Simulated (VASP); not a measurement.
Sr, 2 atoms in the cell. Symmetry: P6_3/mmc, No. 194, hexagonal system. Conventional cell: a = 4.354 Å, b = 4.354 Å, c = 6.909 Å, α = 90.00°, β = 90.00°, γ = 120.00°. Within 5.6 Å of Sr (site symmetry -6m2) lie 12 Sr at 4.27 to 4.35 Å.  This cell differs from its parent crystal: z stretched by -2 % at fixed volume.

```yaml
Program: VASP 6.6.1
Task: electric field gradients
Functional: PBE
Potentials_or_basis: VASP PAW PBE potentials, release 64 (Sr_sv)
Cutoff: 520 eV
k_mesh: 10 × 10 × 5
Occupations: fermi-dirac, width 0.08 eV
Spin: no spin polarisation
Dipole_correction: no
Further_INCAR_settings: ALGO = Normal; EDIFF = 1e-08; NBANDS = 17
```

Potentials or basis: VASP PAW PBE potentials, release 64 (Sr_sv).

The run is started by

```sh
$ cat potpaw_PBE.64/Sr_sv/POTCAR > POTCAR
$ mpirun -np 1 vasp_std > vasp.out
```

Hardware: 1 thread of Oxide Virtual Turin-like Processor, on a shared host.

Estimate the wall time of this run.

It took 62 s on 1 thread of Oxide Virtual Turin-like Processor, on a shared host, peak memory 0.22 GiB. Counts: scf iterations 15, k points 42.
